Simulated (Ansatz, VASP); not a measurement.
# SnSe: VASP beside Ansatz

```
Sn Se
1.0
     0.00000    2.97261    2.97261
     2.97261    0.00000    2.97261
     2.97261    2.97261    0.00000
Sn Se
1 1
Direct
  0.00000 0.00000 0.00000
  0.50000 0.50000 0.50000
```

Alike in both runs: task relaxation of cell and atoms; functional PBEsol; k mesh 8 × 8 × 8; occupations gaussian, width 0.02 eV; no spin polarisation.

|  | VASP | Ansatz |
| --- | --- | --- |
| version | VASP 6.6.1 | Ansatz 0.2.0 |
| potentials or method | VASP PAW PBE potentials, release 64 (Sn_d, Se), cutoff 500 eV | scalar-relativistic, plane waves, PAW |
| valence electrons in the cell | 20 | 30 |

```csv
,VASP,Ansatz,Ansatz less VASP
"gap on the k mesh at the Fermi level, each at its own relaxed structure (eV)",0.75,0.75,-0.001
relaxed volume (Å³/atom),26.27,26.27,0.000
relaxed length of the cell vector where the two differ most in proportion (Å),4.204,4.204,0.0000
```

VASP's potentials were made for PBE, not for PBEsol. VASP's potentials hold 20 valence electrons a cell and Ansatz's 30, so a difference there can come from the potentials and not from the codes.

Noted on VASP's run: the relaxation stopped at its first step, so nothing moved.
